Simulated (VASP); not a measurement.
Input of a VASP 6.6.1 run:

File POSCAR:

```
SiGe5
1.0
    3.9843511560      0.0000000000      0.0000000000
   -1.9921755780      3.4505493187      0.0000000000
    0.0000000000      0.0000000000      9.7298408276
Si Ge
1 5
Direct
    0.0000000000      0.0000000000     -0.0000870755
    0.6666666667      0.3333333333      0.6680961541
    0.3333333333      0.6666666667      0.3315520194
    0.6666666667      0.3333333333      0.9207788613
    0.3333333333      0.6666666667      0.5833344106
    0.0000000000      0.0000000000      0.2463256302
```

The input INCAR.step1:

```
SYSTEM = SiGe5
  ALGO = Normal
  EDIFF = 1E-4
  ENCUT = 520
  GGA = PE
  ISMEAR = -1
  LASPH = .True.
  LCHARG = .False.
  LREAL = .False.
  LWAVE = .True.
  NBANDS = 46
  NELM = 80
  PREC = Accurate
  SIGMA = 0.02
```

INCAR.step2

```
SYSTEM = SiGe5
  ALGO = Normal
  EDIFF = 1E-6
  ENCUT = 520
  ISIF = 2
  ISMEAR = -1
  ISTART = 1
  LASPH = .True.
  LCHARG = .True.
  LELF = .True.
  LMIXTAU = .True.
  LREAL = .False.
  LVHAR = .True.
  LWAVE = .False.
  METAGGA = R2SCAN
  NBANDS = 46
  NELM = 80
  PREC = Accurate
  SIGMA = 0.02
```

KPOINTS

```
k-points
0
Gamma
  6 6 2
  0 0 0
```

Potentials or basis: VASP PAW PBE potentials, release 64 (Si, Ge_d).

Command:

```console
$ cat potpaw_PBE.64/Si/POTCAR potpaw_PBE.64/Ge_d/POTCAR > POTCAR
$ cp INCAR.step1 INCAR
$ mpirun -np 1 vasp_std > vasp.out
$ cp INCAR.step2 INCAR
$ mpirun -np 1 vasp_std > vasp.out
```

Problem. Predict the band gap on the k mesh.

Solution. 0.62 eV, indirect (least direct gap 0.67 eV).

Problem. Estimate the largest force.

Solution. 0.010 eV/Å.

Forces in eV/Å, atoms in the order of the input:
```
Si   0.000  0.000  0.002
Ge   0.000  0.000  0.006
Ge   0.000  0.000 -0.003
Ge   0.000  0.000  0.010
Ge   0.000  0.000 -0.006
Ge   0.000  0.000 -0.007
```

Caveat: the PAW data sets were made with another functional, which shifts forces and pressure a little. r2SCAN opens gaps a little over a GGA but as a rule still falls short of measured ones.
